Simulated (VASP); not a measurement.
Crystal: Cu.

```
Cu
1.0
     0.00000    1.80750    1.80750
     1.80750    0.00000    1.80750
     1.80750    1.80750    0.00000
Cu
1
Cartesian
  0.0000 0.0000 0.0000
```

Base run:

```yaml
Program: VASP 6.6.1
Functional: PBE
Potentials_or_basis: VASP PAW PBE potentials, release 64 (Cu)
Cutoff: 600 eV
k_mesh: 14 × 14 × 14
Occupations: methfessel-paxton, width 0.05 eV
Spin: no spin polarisation
```

Its results: band gap on the k mesh zero (an odd number of electrons rules out a gap without spin polarisation); pressure 2.4 GPa.

Task: The run is repeated on the same cell with these changes: functional from PBE to r2SCAN; cutoff from 600 eV to 660 eV. What comes out?

Result: Band gap on the k mesh zero (an odd number of electrons rules out a gap without spin polarisation); pressure -4.3 GPa.

Caveats: the cell stands under tension (at least some runs); the PAW data sets were made with another functional, which shifts forces and pressure a little (at least some runs).
